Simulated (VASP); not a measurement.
A run of VASP 6.6.1 is set up as follows.

File INCAR:

```
PREC = Accurate ; ENCUT = 520
EDIFF = 1E-6 ; ISMEAR = 0
SIGMA = 0.1 ; LREAL = F
LASPH = T ; NELM = 60
ALGO = Normal ; ISIF = 2
LWAVE = F ; LCHARG = F
GGA = PE ; NBANDS = 36
```

KPOINTS

```
regular mesh
0
Gamma
  6 6 2
```

The input POSCAR:

```
ZnS
1.0
    3.6162400984      0.0000000000      0.0000000000
    0.0000000000      3.8550796239      0.0000000000
    0.0000000000      0.0000000000      9.0350445764
Zn S
3 3
Direct
    0.5000000000      0.5000000000      0.1689356022
    0.5000000000      0.5000000000      0.8310643978
    0.0000000000      0.0000000000      0.5000000000
    0.5000000000      0.0000000000      0.3194013824
    0.0000000000      0.5000000000      0.0000000000
    0.5000000000      0.0000000000      0.6805986176
```

Potentials or basis: VASP PAW PBE potentials, release 64 (Zn, S).

Launch:

```console
$ cat potpaw_PBE.64/Zn/POTCAR potpaw_PBE.64/S/POTCAR > POTCAR
$ mpirun -np 1 vasp_std > vasp.out
```

Question: Predict the largest force.

Answer: 0.010 eV/Å.

Question: What does it give for the pressure?

Answer: 0.3 GPa.

Question: Predict the band gap on the k mesh.

Answer: 0.77 eV (least direct gap 1.11 eV).

Forces in eV/Å, atoms in the order of the input:
```
Zn   0.000  0.000 -0.001
Zn   0.000  0.000  0.001
Zn   0.000  0.000  0.000
S    0.000  0.000 -0.010
S    0.000  0.000  0.000
S    0.000  0.000  0.010
```

Caveat: semilocal functionals underestimate gaps, and a narrow one can read as zero. A k mesh can miss the band edges.
